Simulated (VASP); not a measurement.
# Hg (P6/mmm) in VASP: further runs, part 2 of 3

VASP 6.6.1.

## 3. Electric field gradients, PBEsol (volume scaled by 0.94)

The input, INCAR:

```
SYSTEM = Hg
PREC = Accurate
ENCUT = 520
EDIFF = 1E-8
ISMEAR = -1
SIGMA = 0.05
LREAL = .False.
LASPH = .True.
NELM = 80
ALGO = Normal
ISIF = 2
LWAVE = .False.
LCHARG = .False.
GGA = PS
LEFG = .True.
NBANDS = 25
```

The input, KPOINTS:

```
regular mesh
0
Gamma
  8 8 9
  0 0 0
```

The input, POSCAR:

```
Hg
1.0
    4.4473229131      0.0000000000      0.0000000000
   -2.2236614566      3.8514946216      0.0000000000
    0.0000000000      0.0000000000      3.7909982407
Hg
3
Direct
    0.3333333333      0.6666666667      0.5000000000
    0.0000000000      0.0000000000      0.0000000000
    0.6666666667      0.3333333333      0.5000000000
```

Potentials or basis: VASP PAW PBE potentials, release 64 (Hg).

Launch:

```bash
cat potpaw_PBE.64/Hg/POTCAR > POTCAR
mpirun -np 1 vasp_std > vasp.out
```

OUTCAR:

```text
SYSTEM = Hg
   PREC = Accurate
   ENCUT = 520
   EDIFF = 1E-8
   ISMEAR = -1
   LREAL = .False.
   LASPH = .True.
   NELM = 80
   ISIF = 2
   GGA = PS

 ion  position               nearest neighbor table
   1  0.333  0.667  0.500-   3 2.57   3 2.57   3 2.57   2 3.19   2 3.19   2 3.19   2 3.19   2 3.19
                             2 3.19
   2  0.000  0.000  0.000-   1 3.19   3 3.19   1 3.19   3 3.19   3 3.19   3 3.19   1 3.19   1 3.19
                             3 3.19   3 3.19   1 3.19   1 3.19
   3  0.667  0.333  0.500-   1 2.57   1 2.57   1 2.57   2 3.19   2 3.19   2 3.19   2 3.19   2 3.19
                             2 3.19

  LATTYP: Found a hexagonal cell.
 ALAT       =     4.4473229131
 C/A-ratio  =     0.8524225281

  Lattice vectors:

 A1 = (   4.4473229131,   0.0000000000,   0.0000000000)
 A2 = (  -2.2236614566,   3.8514946216,   0.0000000000)
 A3 = (   0.0000000000,   0.0000000000,   3.7909982407)

Analysis of symmetry for initial positions (statically):
=====================================================================
 Subroutine PRICEL returns:
 Original cell was already a primitive cell.

 Routine SETGRP: Setting up the symmetry group for a
 hexagonal supercell.

 Subroutine GETGRP returns: Found 24 space group operations
 (whereof 24 operations were pure point group operations)
 out of a pool of 24 trial point group operations.

The static configuration has the point symmetry D_6h.

Analysis of symmetry for dynamics (positions and initial velocities):
=====================================================================
 Subroutine PRICEL returns:
[... 164 lines left out ...]
 Fermi energy:         3.5070751034

 k-point     1 :       0.0000    0.0000    0.0000
  band No.  band energies     occupation
      1      -7.0614      2.00000
      2      -5.1137      2.00000
      3      -4.7451      2.00000
      4      -4.7451      2.00000
      5      -4.5140      2.00000
      6      -4.5140      2.00000
[... 661 lines left out ...]
     24      12.7012      0.00000
     25      14.6498      0.00000

 [... further k-points ...]
[... 5 lines left out ...]
  --------------------------------------------------------------------------------------
  -------------------------------------------------------------------------------------
  Total        8.5584051      8.5584051      0.9278291     -0.0000000     -0.0000000      0.0000000
  in kB      211.1649714    211.1649714     22.8927015     -0.0000000     -0.0000000      0.0000000
  external PRESSURE =     148.4075481 kB  Pullay stress =       0.0000000 kB

 VOLUME and BASIS-vectors are now :
 -----------------------------------------------------------------------------
  energy-cutoff  :      520.00
  volume of cell :       64.94
      direct lattice vectors                 reciprocal lattice vectors
     4.447322913  0.000000000  0.000000000     0.224854372  0.129819732  0.000000000
    -2.223661457  3.851494622  0.000000000     0.000000000  0.259639464  0.000000000
     0.000000000  0.000000000  3.790998241     0.000000000  0.000000000  0.263782766

 POSITION                                       TOTAL-FORCE (eV/Angst)
 -----------------------------------------------------------------------------------
     -0.00000      2.56766      1.89550         0.000000     -0.000000     -0.000000
      0.00000      0.00000      0.00000        -0.000000      0.000000      0.000000
      2.22366      1.28383      1.89550        -0.000000      0.000000      0.000000
 -----------------------------------------------------------------------------------
    total drift:                                0.000000     -0.000000     -0.000000

  FREE ENERGIE OF THE ION-ELECTRON SYSTEM (eV)
  ---------------------------------------------------
  free  energy   TOTEN  =        -0.7489219160 eV

  energy  without entropy=       -0.7381317805  energy(sigma->0) =       -0.74352685

 Electric field gradients (V/A^2)
---------------------------------------------------------------------
 ion       V_xx      V_yy      V_zz      V_xy      V_xz      V_yz
---------------------------------------------------------------------
   1    -186.830  -186.829   373.659     0.000     0.000    -0.000
   2     -20.832   -20.832    41.664     0.000    -0.000    -0.000
   3    -186.830  -186.829   373.659     0.000     0.000     0.000
---------------------------------------------------------------------

 Electric field gradients after diagonalization (V/A^2)
 (convention: |V_zz| > |V_xx| > |V_yy|)
----------------------------------------------------------------------
 ion       V_xx      V_yy      V_zz     asymmetry (V_yy - V_xx)/ V_zz
----------------------------------------------------------------------
   1    -186.830  -186.829   373.659       0.000
   2     -20.832   -20.831    41.664       0.000
   3    -186.830  -186.829   373.659       0.000
----------------------------------------------------------------------

           NMR quadrupolar parameters

 Cq : quadrupolar parameter    Cq=e*Q*V_zz/h
 eta: asymmetry parameters     (V_yy - V_xx)/ V_zz
 Q  : nuclear electric quadrupole moment in mb (millibarn)
----------------------------------------------------------------------
 ion       Cq(MHz)       eta       Q (mb)
----------------------------------------------------------------------
   1       0.904       0.000       1.000
   2       0.101       0.000       1.000
   3       0.904       0.000       1.000
----------------------------------------------------------------------
```

OSZICAR:

```text
N       E                     dE             d eps       ncg     rms          rms(c)
DAV:   1     0.305084182873E+03    0.30508E+03   -0.18874E+04  2500   0.143E+03
DAV:   2     0.666557974531E+01   -0.29842E+03   -0.28441E+03  2546   0.380E+02
DAV:   3    -0.976567277301E+00   -0.76421E+01   -0.76080E+01  2958   0.689E+01
DAV:   4    -0.994304486104E+00   -0.17737E-01   -0.17727E-01  2738   0.299E+00
DAV:   5    -0.994332130426E+00   -0.27644E-04   -0.27644E-04  3030   0.116E-01    0.127E+01
DAV:   6    -0.779084564575E+00    0.21525E+00   -0.43758E-01  2916   0.721E+00    0.865E+00
DAV:   7    -0.752497319063E+00    0.26587E-01   -0.13321E-01  2870   0.305E+00    0.218E+00
DAV:   8    -0.748885306065E+00    0.36120E-02   -0.23559E-02  2610   0.162E+00    0.200E-01
DAV:   9    -0.748895938003E+00   -0.10632E-04   -0.16339E-04  2920   0.135E-01    0.578E-02
DAV:  10    -0.748920507901E+00   -0.24570E-04   -0.26907E-05  2819   0.400E-02    0.829E-03
DAV:  11    -0.748921966299E+00   -0.14584E-05   -0.42025E-06  2922   0.205E-02    0.423E-03
DAV:  12    -0.748921860555E+00    0.10574E-06   -0.66434E-07  2746   0.864E-03    0.894E-04
DAV:  13    -0.748921934628E+00   -0.74073E-07   -0.72376E-08  2814   0.301E-03    0.311E-04
DAV:  14    -0.748921921008E+00    0.13620E-07   -0.10073E-09  1381   0.254E-04    0.181E-04
DAV:  15    -0.748921915957E+00    0.50518E-08   -0.19447E-10  1345   0.991E-05
   1 F= -.74892192E+00 E0= -.74352685E+00  d E =-.107901E-01
```

stdout:

```text
POSCAR found type information on POSCAR Hg
 POSCAR found :  1 types and       3 ions
 scaLAPACK will be used
 -----------------------------------------------------------------------------
|                                                                             |
|                                                                             |
|     You enforced a specific xc type in the INCAR file but a different       |
|     I HOPE YOU KNOW WHAT YOU ARE DOING!                                     |
|                                                                             |
 -----------------------------------------------------------------------------

 LDA part: xc-table for (Slater+PW92), standard interpolation
 POSCAR, INCAR and KPOINTS ok, starting setup
 FFT: planning ... GRIDC
 FFT: planning ... GRID_SOFT
 FFT: planning ... GRID
 WAVECAR not read
 entering main loop
ion   1

ion   2

ion   3
```

It took 67 s on 1 thread of Intel Xeon Platinum 8259CL at 2.50GHz (Skylake/Cascade Lake), shared host; peak memory 0.21 GiB.

What came out:

```yaml
Free_energy: -0.7489 eV
Pressure: 14.8 GPa
Band_gap_on_the_k_mesh: zero (band 18 reaches 7.88 eV, above the bottom of band 19 at 2.34 eV)
```

Stress tensor (GPa, compression positive):
```
21.12  0.00  0.00
 0.00 21.12  0.00
 0.00  0.00  2.29
```

Levels at points of the mesh, in eV from the Fermi level:
```
           k point  band 14  band 15  band 16  band 17  band 18  band 19  band 20  band 21  band 22  band 23
(0.00, 0.00, 0.00)    -6.80    -5.95    -5.95     0.69     1.88     3.01     3.74     3.74     3.98     3.98
(0.50, 0.00, 0.00)    -6.35    -5.90    -5.89    -5.02    -0.88     0.59     6.35     6.37     7.40     8.13
```

Electric field gradients, principal values (V/Å²):
```
atom     least    middle  greatest (by size)
1 Hg  -186.829  -186.830             373.659
2 Hg   -20.831   -20.832              41.664
3 Hg  -186.829  -186.830             373.659
```

Caveat: without QUAD_EFG the Cq values of the log hold for a quadrupole moment of 1 mb, not for the nuclei; the PAW data sets were made with another functional, which shifts forces and pressure a little; spin-orbit coupling is left out, which moves the levels of the heavy elements.

[end of part 2 of 3]
